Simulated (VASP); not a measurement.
Here is a VASP 6.6.1 calculation.

INCAR

```
SYSTEM = WSe2
  PREC = Accurate
  ENCUT = 520
  EDIFF = 1E-6
  ISMEAR = 0
  SIGMA = 0.05
  LREAL = .FALSE.
  LASPH = .TRUE.
  NELM = 100
  ALGO = Normal
  ISIF = 2
  LWAVE = .FALSE.
  LCHARG = .FALSE.
  GGA = PS
  NBANDS = 20
```

The input KPOINTS:

```
Automatic mesh
0
G
  12 12 2
  0 0 0
```

The input POSCAR:

```
WSe2
1.0
    3.1721450981      0.0000000000      0.0000000000
   -1.5860725490      2.7471582394      0.0000000000
    0.0000000000      0.0000000000     16.6612170741
W Se
1 2
Direct
    0.0000000000      0.0000000000      0.0000000000
    0.3333333333      0.6666666667      0.1003992715
    0.3333333333      0.6666666667      0.8996007285
```

Potentials or basis: VASP PAW PBE potentials, release 64 (W_sv, Se).

Command:

```bash
$ cat potpaw_PBE.64/W_sv/POTCAR potpaw_PBE.64/Se/POTCAR > POTCAR
$ mpirun -np 1 vasp_std > vasp.out
```

**Question.** Estimate the largest force.

**Answer.** 0.815 eV/Å.

**Question.** What does it give for the band gap on the k mesh?

**Answer.** 1.65 eV (least direct gap 2.06 eV).

Forces on the atoms (eV/Å):
```
W    0.000  0.000  0.000
Se   0.000  0.000  0.815
Se   0.000  0.000 -0.815
```

Caveat: the cell differs from its parent crystal (strain -0.030 along x and y, +0.000 along z); there is no dipole correction, which matters where the two faces differ; the PAW data sets were made with another functional, which shifts forces and pressure a little; spin-orbit coupling is left out, which moves the levels of the heavy elements.
